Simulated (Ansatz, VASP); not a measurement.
## CdS in VASP and in Ansatz

```xyz
4
Lattice="4.1247 0.0000 0.0000 -2.0623 3.5721 0.0000 0.0000 0.0000 6.7076" Properties=species:S:1:pos:R:3 pbc="T T T"
Cd    0.0000    2.3814    0.0011
Cd    2.0623    1.1907    3.3549
S     0.0000    2.3814    2.5277
S     2.0623    1.1907    5.8815
```

Alike in both runs: task single point; functional PBEsol; k mesh 6 × 6 × 4; no spin polarisation.

|  | VASP | Ansatz |
| --- | --- | --- |
| version | VASP 6.6.1 | Ansatz 0.2.0 |
| potentials or method | VASP PAW PBE potentials, release 64 (Cd, S), cutoff 500 eV | scalar-relativistic, plane waves, PAW |
| occupations | gaussian, width 0.01 eV | fixed |
| valence electrons in the cell | 36 | 52 |

```csv
,VASP,Ansatz,Ansatz less VASP
gap on the k mesh at the Fermi level (eV),1.10,1.09,-0.004
least direct gap on the mesh (eV),1.10,1.09,-0.004
```

VASP's potentials were made for PBE, not for PBEsol. VASP's potentials hold 36 valence electrons a cell and Ansatz's 52, so a difference there can come from the potentials and not from the codes.
